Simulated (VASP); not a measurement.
# ZrB2 (P-1) in VASP: notebook

Runs on ZrB2. Level: PBE. Tasks: electric field gradients.

All numbers are computed with VASP 6.6.1; they aren't measurements. Logs are shortened: lines on timing, memory, paths and dates and some standing lists are left out, and cuts for length are marked.

### 1 The cell of the first run

The typed cell holds 3 atoms: a = 3.165 Å, b = 3.138 Å, c = 3.520 Å, α = 89.57°, β = 88.85°, γ = 119.13°.

### 2 Electric field gradients, PBE (equal xy, yz and zx shear strains of +2 %)

INCAR

```
ALGO     = Normal         # electronic algorithm
EDIFF    = 1E-8           # SCF threshold, eV
ENCUT    = 420            # plane-wave cutoff, eV
GGA      = PE             # functional
GGA_COMPAT= False        
ISIF     = 2              # what is computed and relaxed
ISMEAR   = -1             # smearing method
LASPH    = True           # aspherical terms in the spheres
LCHARG   = False          # write CHGCAR
LEFG     = True         
LREAL    = False          # projectors in reciprocal space
LWAVE    = False          # write WAVECAR
NBANDS   = 16             # bands
NELM     = 120            # most SCF steps
PREC     = Accurate       # precision mode
SIGMA    = 0.05           # smearing width, eV
```

KPOINTS

```
k-points
0
Gamma
  12 12 9
```

POSCAR

```
ZrB2
1.0
    3.1649998255      0.0316499983      0.0316499983
   -1.5550902103      2.7251452528      0.0115847034
    0.0352000000      0.0352000000      3.5200000000
Zr B
1 2
Direct
    0.0000000000      0.0000000000      0.0000000000
    0.3333333333      0.6666666667      0.5000000000
    0.6666666667      0.3333333333      0.5000000000
```

Potentials or basis: VASP PAW PBE potentials, release 64 (Zr_sv, B).

Started as:

```bash
> cat potpaw_PBE.64/Zr_sv/POTCAR potpaw_PBE.64/B/POTCAR > POTCAR
> mpirun -np 1 vasp_std > vasp.out
```

OUTCAR:

```text
EDIFF = 1E-8
   ENCUT = 420
   GGA = PE
   ISIF = 2
   ISMEAR = -1
   LASPH = True
   LREAL = False
   NELM = 120
   PREC = Accurate

 ion  position               nearest neighbor table
   1  0.000  0.000  0.000-   2 2.51   3 2.51   3 2.51   2 2.51   3 2.52   2 2.52   2 2.54   3 2.54
                             3 2.56   2 2.56   3 2.58   2 2.58
   2  0.333  0.667  0.500-   3 1.81   3 1.83   3 1.84   1 2.51   1 2.51   1 2.52   1 2.54   1 2.56
                             1 2.58
   3  0.667  0.333  0.500-   2 1.81   2 1.83   2 1.84   1 2.51   1 2.51   1 2.52   1 2.54   1 2.56
                             1 2.58

  LATTYP: Found a triclinic cell.
 ALAT       =     3.1927414967
 B/A-ratio  =     2.0277570692
 C/A-ratio  =     0.9827452114
 COS(alpha) =     0.0045490395
 COS(beta)  =     0.5000757388
 COS(gamma) =     0.7291526817

  Lattice vectors:

 A1 = (   1.6099096152,   2.7567952511,   0.0432347017)
 A2 = (   4.7397094407,   2.7532452494,  -3.4451153000)
 A3 = (  -1.5550902103,   2.7251452528,   0.0115847034)

Analysis of symmetry for initial positions (statically):
=====================================================================
 Subroutine PRICEL returns:
 Original cell was already a primitive cell.

 Routine SETGRP: Setting up the symmetry group for a
 triclinic supercell.

 Subroutine GETGRP returns: Found  2 space group operations
 (whereof  2 operations were pure point group operations)
 out of a pool of  2 trial point group operations.

The static configuration has the point symmetry S_2 .

Analysis of symmetry for dynamics (positions and initial velocities):
=====================================================================
 Subroutine PRICEL returns:
 Original cell was already a primitive cell.

 Routine SETGRP: Setting up the symmetry group for a
 triclinic supercell.

 Subroutine GETGRP returns: Found  2 space group operations
 (whereof  2 operations were pure point group operations)
 out of a pool of  2 trial point group operations.

The dynamic configuration has the point symmetry S_2 .

 Subroutine INISYM returns: Found  2 space group operations
 (whereof  2 operations are pure point group operations),
 and found     1 'primitive' translations

----------------------------------------------------------------------------------------

                                     Primitive cell
[... 135 lines left out ...]
  ext. energy  EPLUGINS =         0.00000000
  ---------------------------------------------------
  free energy    TOTEN  =       -24.94869553 eV

  energy without entropy =      -24.94692219  energy(sigma->0) =      -24.94780886

 E-fermi :  10.6695     XC(G=0): -12.4764

 val. band max:       10.6337921214   @ k =  -0.1667   0.3333   0.1111
 cond. band min:      10.6884580572   @ k =  -0.1667   0.3333   0.2222
 fundamental gap:      0.0546659359
 Fermi energy:        10.6694789888

 k-point     1 :       0.0000    0.0000    0.0000
  band No.  band energies     occupation
      1     -37.9991      2.00000
      2     -16.1898      2.00000
      3     -15.6497      2.00000
      4     -15.6099      2.00000
      5      -2.1535      2.00000
      6       7.8341      2.00000
[... 433 lines left out ...]
      3     -16.0177      2.00000
      4     -15.9643      2.00000
      5       1.0658      2.00000
      6       3.2336      2.00000
[... 8 lines left out ...]
     15      19.5263      0.00000
     16      20.2861      0.00000

 [... further k-points ...]
[... 5 lines left out ...]
  --------------------------------------------------------------------------------------
  -------------------------------------------------------------------------------------
  Total        0.4543553      0.4498946      0.7675702     -0.9821225     -0.9585975     -0.9598595
  in kB       23.8459675     23.6118561     40.2844493    -51.5448194    -50.3101555    -50.3763859
  external PRESSURE =      29.2474243 kB  Pullay stress =       0.0000000 kB

 VOLUME and BASIS-vectors are now :
 -----------------------------------------------------------------------------
  energy-cutoff  :      420.00
  volume of cell :       30.53
      direct lattice vectors                 reciprocal lattice vectors
     3.164999825  0.031649998  0.031649998     0.314211893  0.179324391 -0.004935363
    -1.555090210  2.725145253  0.011584703    -0.003612936  0.364906572 -0.003612936
     0.035200000  0.035200000  3.520000000    -0.002813338 -0.002813338  0.284147176

 POSITION                                       TOTAL-FORCE (eV/Angst)
 -----------------------------------------------------------------------------------
      0.00000      0.00000      0.00000        -0.000000     -0.000000      0.000000
      0.03587      1.84491      1.77827         0.039257      0.004828     -0.007441
      1.60924      0.94708      1.78496        -0.039257     -0.004828      0.007441
 -----------------------------------------------------------------------------------
    total drift:                               -0.000000      0.000000      0.000000

  FREE ENERGIE OF THE ION-ELECTRON SYSTEM (eV)
  ---------------------------------------------------
  free  energy   TOTEN  =       -24.9486955270 eV

  energy  without entropy=      -24.9469221868  energy(sigma->0) =      -24.94780886

 Electric field gradients (V/A^2)
---------------------------------------------------------------------
 ion       V_xx      V_yy      V_zz      V_xy      V_xz      V_yz
---------------------------------------------------------------------
   1     -20.495   -20.222    40.716     9.581    20.214    20.220
   2      -0.812    -0.785     1.598     0.998     0.698     0.698
   3      -0.812    -0.785     1.598     0.998     0.698     0.698
---------------------------------------------------------------------

 Electric field gradients after diagonalization (V/A^2)
 (convention: |V_zz| > |V_xx| > |V_yy|)
----------------------------------------------------------------------
 ion       V_xx      V_yy      V_zz     asymmetry (V_yy - V_xx)/ V_zz
----------------------------------------------------------------------
   1     -29.942   -23.503    53.445       0.120
   2      -1.797    -0.311     2.108       0.705
   3      -1.797    -0.311     2.108       0.705
----------------------------------------------------------------------

           NMR quadrupolar parameters

 Cq : quadrupolar parameter    Cq=e*Q*V_zz/h
 eta: asymmetry parameters     (V_yy - V_xx)/ V_zz
 Q  : nuclear electric quadrupole moment in mb (millibarn)
----------------------------------------------------------------------
 ion       Cq(MHz)       eta       Q (mb)
----------------------------------------------------------------------
   1       0.129       0.120       1.000
   2       0.005       0.705       1.000
   3       0.005       0.705       1.000
----------------------------------------------------------------------
```

OSZICAR:

```text
N       E                     dE             d eps       ncg     rms          rms(c)
DAV:   1     0.852554753869E+02    0.85255E+02   -0.85373E+03 20832   0.954E+02
DAV:   2    -0.243598252200E+02   -0.10962E+03   -0.10556E+03 27416   0.264E+02
DAV:   3    -0.275838886897E+02   -0.32241E+01   -0.32108E+01 31456   0.390E+01
DAV:   4    -0.276281847455E+02   -0.44296E-01   -0.44290E-01 25576   0.428E+00
DAV:   5    -0.276292698379E+02   -0.10851E-02   -0.10851E-02 31360   0.438E-01    0.219E+01
DAV:   6    -0.249964817673E+02    0.26328E+01   -0.58354E+00 27480   0.161E+01    0.883E+00
DAV:   7    -0.249497364846E+02    0.46745E-01   -0.62492E-01 28784   0.493E+00    0.321E+00
DAV:   8    -0.249533364322E+02   -0.35999E-02   -0.99097E-02 25248   0.252E+00    0.408E-01
DAV:   9    -0.249490214388E+02    0.43150E-02   -0.21162E-02 26296   0.107E+00    0.213E-01
DAV:  10    -0.249486893727E+02    0.33207E-03   -0.17419E-03 24384   0.376E-01    0.360E-02
DAV:  11    -0.249486976913E+02   -0.83186E-05   -0.59189E-05 27568   0.717E-02    0.107E-02
DAV:  12    -0.249486955701E+02    0.21213E-05   -0.27758E-06 26832   0.142E-02    0.594E-03
DAV:  13    -0.249486955996E+02   -0.29565E-07   -0.30576E-07 30072   0.509E-03    0.155E-03
DAV:  14    -0.249486955778E+02    0.21839E-07   -0.13710E-08 19616   0.116E-03    0.520E-04
DAV:  15    -0.249486955322E+02    0.45611E-07   -0.61891E-09 13016   0.747E-04    0.117E-04
DAV:  16    -0.249486955270E+02    0.52175E-08   -0.10380E-09 12032   0.273E-04
   1 F= -.24948696E+02 E0= -.24947809E+02  d E =-.177334E-02
```

stdout:

```text
POSCAR found type information on POSCAR ZrB
 POSCAR found :  2 types and       3 ions
 scaLAPACK will be used
 LDA part: xc-table for (Slater+PW92), standard interpolation
 POSCAR, INCAR and KPOINTS ok, starting setup
 FFT: planning ... GRIDC
 FFT: planning ... GRID_SOFT
 FFT: planning ... GRID
 WAVECAR not read
 entering main loop
ion   1
     0.0000523    -0.4447106    -0.8999257    -1.0298859    -0.9015872    -0.0004366
     0.0000720    -0.4447106    -0.8999257    -1.0298859    -0.9015872    -0.0004366
     0.0000992    -0.4447106    -0.8999257    -1.0298859    -0.9015872    -0.0004366
     0.0001366    -0.4447106    -0.8999257    -1.0298859    -0.9015872    -0.0004366

     0.0000523    -9.0155415   -18.9556733   -32.1492105   -18.9510331     0.1233218
     0.0000720    -9.0153475   -18.9551163   -32.1488761   -18.9504769     0.1233156
     0.0000992    -9.0150434   -18.9542294   -32.1483816   -18.9495913     0.1233055
     0.0001366    -9.0145695   -18.9528240   -32.1476619   -18.9481881     0.1232894
[... 12 lines left out ...]
ion   3
     0.0000257    -0.8081384    -0.5523631    -1.9485270    -0.5523281     0.0119331
     0.0000354    -0.8081384    -0.5523631    -1.9485270    -0.5523281     0.0119331
     0.0000487    -0.8081384    -0.5523631    -1.9485270    -0.5523281     0.0119331
     0.0000671    -0.8081383    -0.5523631    -1.9485270    -0.5523281     0.0119331

     0.0000257    -1.1880662    -0.8292469    -2.2084166    -0.8292206     0.0169234
     0.0000354    -1.1880662    -0.8292469    -2.2084166    -0.8292205     0.0169234
     0.0000487    -1.1880661    -0.8292468    -2.2084165    -0.8292205     0.0169234
     0.0000671    -1.1880660    -0.8292467    -2.2084165    -0.8292204     0.0169234
```

It took 5.8 min on 1 thread of Oxide Virtual Turin-like, shared host; peak memory 0.29 GiB.

What came out:

| Property | Result |
| --- | --- |
| Free energy | -24.9487 eV |
| Pressure | 2.9 GPa |
| Largest force | 0.040 eV/Å |
| Band gap on the k mesh | zero (bands 9 and 10 overlap by 1.17 eV) |
| Largest electric field gradient by atom | Zr +53.4; B +2.1 V/Å² |

Forces on the atoms (eV/Å):
```
Zr   0.000  0.000  0.000
B    0.039  0.005 -0.007
B   -0.039 -0.005  0.007
```

Electric field gradients, principal values (V/Å²):
| atom | least | middle | greatest (by size) |
| --- | --- | --- | --- |
| 1 Zr | -23.503 | -29.942 | 53.445 |
| 2 B | -0.311 | -1.797 | 2.108 |
| 3 B | -0.311 | -1.797 | 2.108 |

Caveat: the cell differs from its parent crystal (equal xy, yz and zx shear strains of +2 %); without QUAD_EFG the Cq values of the log hold for a quadrupole moment of 1 mb, not for the nuclei.

### 3 Electric field gradients, PBE (equal xy, yz and zx shear strains of +2 %)

INCAR

```
SYSTEM = ZrB2
PREC = Accurate
ENCUT = 420
EDIFF = 1E-8
ISMEAR = -1
SIGMA = 0.05
LREAL = .FALSE.
LASPH = .TRUE.
NELM = 120
ALGO = Normal
ISIF = 2
LWAVE = .FALSE.
LCHARG = .FALSE.
GGA = PE
LEFG = .TRUE.
NBANDS = 16
GGA_COMPAT = .FALSE.
```

KPOINTS

```
regular mesh
0
G
  12 12 9
  0 0 0
```

POSCAR is that of step 2.

Potentials or basis: VASP PAW PBE potentials, release 64 (Zr_sv, B).

Started as:

```bash
> cat potpaw_PBE.64/Zr_sv/POTCAR potpaw_PBE.64/B/POTCAR > POTCAR
> mpirun -np 1 vasp_std > vasp.out
```

OUTCAR:

```text
SYSTEM = ZrB2
   PREC = Accurate
   ENCUT = 420
   EDIFF = 1E-8
   ISMEAR = -1
   LREAL = .FALSE.
   LASPH = .TRUE.
   NELM = 120
   ISIF = 2
   GGA = PE

 ion  position               nearest neighbor table
   1  0.000  0.000  0.000-   2 2.51   3 2.51   3 2.51   2 2.51   3 2.52   2 2.52   2 2.54   3 2.54
                             3 2.56   2 2.56   3 2.58   2 2.58
   2  0.333  0.667  0.500-   3 1.81   3 1.83   3 1.84   1 2.51   1 2.51   1 2.52   1 2.54   1 2.56
                             1 2.58
   3  0.667  0.333  0.500-   2 1.81   2 1.83   2 1.84   1 2.51   1 2.51   1 2.52   1 2.54   1 2.56
                             1 2.58

  LATTYP: Found a triclinic cell.
 ALAT       =     3.1927414967
 B/A-ratio  =     2.0277570692
 C/A-ratio  =     0.9827452114
 COS(alpha) =     0.0045490395
 COS(beta)  =     0.5000757388
 COS(gamma) =     0.7291526817

  Lattice vectors:

 A1 = (   1.6099096152,   2.7567952511,   0.0432347017)
 A2 = (   4.7397094407,   2.7532452494,  -3.4451153000)
 A3 = (  -1.5550902103,   2.7251452528,   0.0115847034)

Analysis of symmetry for initial positions (statically):
=====================================================================
 Subroutine PRICEL returns:
 Original cell was already a primitive cell.

 Routine SETGRP: Setting up the symmetry group for a
 triclinic supercell.

 Subroutine GETGRP returns: Found  2 space group operations
 (whereof  2 operations were pure point group operations)
 out of a pool of  2 trial point group operations.

The static configuration has the point symmetry S_2 .

Analysis of symmetry for dynamics (positions and initial velocities):
[... 172 lines left out ...]
      3     -15.6497      2.00000
      4     -15.6099      2.00000
      5      -2.1535      2.00000
      6       7.8341      2.00000
[... 433 lines left out ...]
      3     -16.0177      2.00000
      4     -15.9643      2.00000
      5       1.0658      2.00000
      6       3.2336      2.00000
[... 8 lines left out ...]
     15      19.5263      0.00000
     16      20.2861      0.00000

 [... further k-points ...]
[... 5 lines left out ...]
  --------------------------------------------------------------------------------------
  -------------------------------------------------------------------------------------
  Total        0.4543553      0.4498946      0.7675702     -0.9821225     -0.9585975     -0.9598595
  in kB       23.8459675     23.6118561     40.2844493    -51.5448194    -50.3101555    -50.3763859
  external PRESSURE =      29.2474243 kB  Pullay stress =       0.0000000 kB

 VOLUME and BASIS-vectors are now :
 -----------------------------------------------------------------------------
  energy-cutoff  :      420.00
  volume of cell :       30.53
      direct lattice vectors                 reciprocal lattice vectors
     3.164999825  0.031649998  0.031649998     0.314211893  0.179324391 -0.004935363
    -1.555090210  2.725145253  0.011584703    -0.003612936  0.364906572 -0.003612936
     0.035200000  0.035200000  3.520000000    -0.002813338 -0.002813338  0.284147176

 POSITION                                       TOTAL-FORCE (eV/Angst)
 -----------------------------------------------------------------------------------
      0.00000      0.00000      0.00000        -0.000000     -0.000000      0.000000
      0.03587      1.84491      1.77827         0.039257      0.004828     -0.007441
      1.60924      0.94708      1.78496        -0.039257     -0.004828      0.007441
 -----------------------------------------------------------------------------------
    total drift:                               -0.000000      0.000000      0.000000

  FREE ENERGIE OF THE ION-ELECTRON SYSTEM (eV)
  ---------------------------------------------------
  free  energy   TOTEN  =       -24.9486955270 eV

  energy  without entropy=      -24.9469221868  energy(sigma->0) =      -24.94780886

 Electric field gradients (V/A^2)
---------------------------------------------------------------------
 ion       V_xx      V_yy      V_zz      V_xy      V_xz      V_yz
---------------------------------------------------------------------
   1     -20.495   -20.222    40.716     9.581    20.214    20.220
   2      -0.812    -0.785     1.598     0.998     0.698     0.698
   3      -0.812    -0.785     1.598     0.998     0.698     0.698
---------------------------------------------------------------------

 Electric field gradients after diagonalization (V/A^2)
 (convention: |V_zz| > |V_xx| > |V_yy|)
----------------------------------------------------------------------
 ion       V_xx      V_yy      V_zz     asymmetry (V_yy - V_xx)/ V_zz
----------------------------------------------------------------------
   1     -29.942   -23.503    53.445       0.120
   2      -1.797    -0.311     2.108       0.705
   3      -1.797    -0.311     2.108       0.705
----------------------------------------------------------------------

           NMR quadrupolar parameters

 Cq : quadrupolar parameter    Cq=e*Q*V_zz/h
 eta: asymmetry parameters     (V_yy - V_xx)/ V_zz
 Q  : nuclear electric quadrupole moment in mb (millibarn)
----------------------------------------------------------------------
 ion       Cq(MHz)       eta       Q (mb)
----------------------------------------------------------------------
   1       0.129       0.120       1.000
   2       0.005       0.705       1.000
   3       0.005       0.705       1.000
----------------------------------------------------------------------
```

stdout:

```text
POSCAR found type information on POSCAR ZrB
 POSCAR found :  2 types and       3 ions
 scaLAPACK will be used
 LDA part: xc-table for (Slater+PW92), standard interpolation
 POSCAR, INCAR and KPOINTS ok, starting setup
 FFT: planning ... GRIDC
 FFT: planning ... GRID_SOFT
 FFT: planning ... GRID
 WAVECAR not read
 entering main loop
ion   1
     0.0000523    -0.4447106    -0.8999257    -1.0298859    -0.9015872    -0.0004366
     0.0000720    -0.4447106    -0.8999257    -1.0298859    -0.9015872    -0.0004366
     0.0000992    -0.4447106    -0.8999257    -1.0298859    -0.9015872    -0.0004366
     0.0001366    -0.4447106    -0.8999257    -1.0298859    -0.9015872    -0.0004366

     0.0000523    -9.0155415   -18.9556733   -32.1492105   -18.9510331     0.1233218
     0.0000720    -9.0153475   -18.9551163   -32.1488761   -18.9504769     0.1233156
     0.0000992    -9.0150434   -18.9542294   -32.1483816   -18.9495913     0.1233055
     0.0001366    -9.0145695   -18.9528240   -32.1476619   -18.9481881     0.1232894
[... 12 lines left out ...]
ion   3
     0.0000257    -0.8081384    -0.5523631    -1.9485270    -0.5523281     0.0119331
     0.0000354    -0.8081384    -0.5523631    -1.9485270    -0.5523281     0.0119331
     0.0000487    -0.8081384    -0.5523631    -1.9485270    -0.5523281     0.0119331
     0.0000671    -0.8081383    -0.5523631    -1.9485270    -0.5523281     0.0119331

     0.0000257    -1.1880662    -0.8292469    -2.2084166    -0.8292206     0.0169234
     0.0000354    -1.1880662    -0.8292469    -2.2084166    -0.8292205     0.0169234
     0.0000487    -1.1880661    -0.8292468    -2.2084165    -0.8292205     0.0169234
     0.0000671    -1.1880660    -0.8292467    -2.2084165    -0.8292204     0.0169234
```

Wall time 4 min (1 thread of Oxide Virtual Turin-like, shared host); peak memory 0.3 GiB.

What came out:

```
Free energy                             : -24.9487 eV
Pressure                                : 2.9 GPa
Largest force                           : 0.040 eV/Å
Band gap on the k mesh                  : zero (bands 9 and 10 overlap by 1.17 eV)
Largest electric field gradient by atom : Zr +53.4; B +2.1 V/Å²
```

Forces in eV/Å, atoms in the order of the input:
```
Zr   0.000  0.000  0.000
B    0.039  0.005 -0.007
B   -0.039 -0.005  0.007
```

Electric field gradients, principal values (V/Å²):
| atom | least | middle | greatest (by size) |
| --- | --- | --- | --- |
| 1 Zr | -23.503 | -29.942 | 53.445 |
| 2 B | -0.311 | -1.797 | 2.108 |
| 3 B | -0.311 | -1.797 | 2.108 |

Caveat: the cell differs from its parent crystal (equal xy, yz and zx shear strains of +2 %); without QUAD_EFG the Cq values of the log hold for a quadrupole moment of 1 mb, not for the nuclei.

[end of part 1 of 2]

The gap in the log of VASP goes by the Fermi energy; the results here count the filled bands.